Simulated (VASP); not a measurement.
Wanted: the native input for a VASP 6.6.1 run.

```yaml
Task: single point
Functional: PBE
Potentials_or_basis: VASP PAW PBE potentials, release 64 (Sn_d, H)
Cutoff: 520 eV
k_mesh: 18 × 18 × 18
Occupations: gaussian, width 0.1 eV
Spin: no spin polarisation
Dipole_correction: no
Further_INCAR_settings: ALGO = Normal; EDIFF = 1e-06; NBANDS = 14
```

The structure of SnH lies in POSCAR:

```
SnH
1.0
    3.1314878018      0.0000000000      0.0000000000
    0.0000000000      3.1314878018      0.0000000000
    0.0000000000      0.0000000000      3.1319222418
Sn H
1 1
Direct
    0.5000000000      0.5000000000      0.5000000000
    0.0000000000      0.0000000000      0.0000000000
```

The cell was generated, and may not be a known phase.

These files were run (other wordings do the same):

INCAR

```
PREC = Accurate
ENCUT = 520
EDIFF = 1E-6
ISMEAR = 0
SIGMA = 0.1
LREAL = F
LASPH = T
NELM = 80
ALGO = Normal
ISIF = 2
LWAVE = F
LCHARG = F
GGA = PE
NBANDS = 14
```

KPOINTS

```
regular mesh
0
Gamma
  18 18 18
```

Potentials or basis: VASP PAW PBE potentials, release 64 (Sn_d, H).

Run with:

```bash
$ cat potpaw_PBE.64/Sn_d/POTCAR potpaw_PBE.64/H/POTCAR > POTCAR
$ mpirun -np 1 vasp_std > vasp.out
```

It gave:

The pressure is -0.1 GPa and the band gap on the k mesh is zero (an odd number of electrons rules out a gap without spin polarisation).

Caveat: spin-orbit coupling is left out, which moves the levels of the heavy elements.

Run time: 65 s on 1 thread of Intel(R) Xeon(R) Platinum 8488C (Sapphire Rapids), with other jobs on the host, peak memory 0.33 GiB.
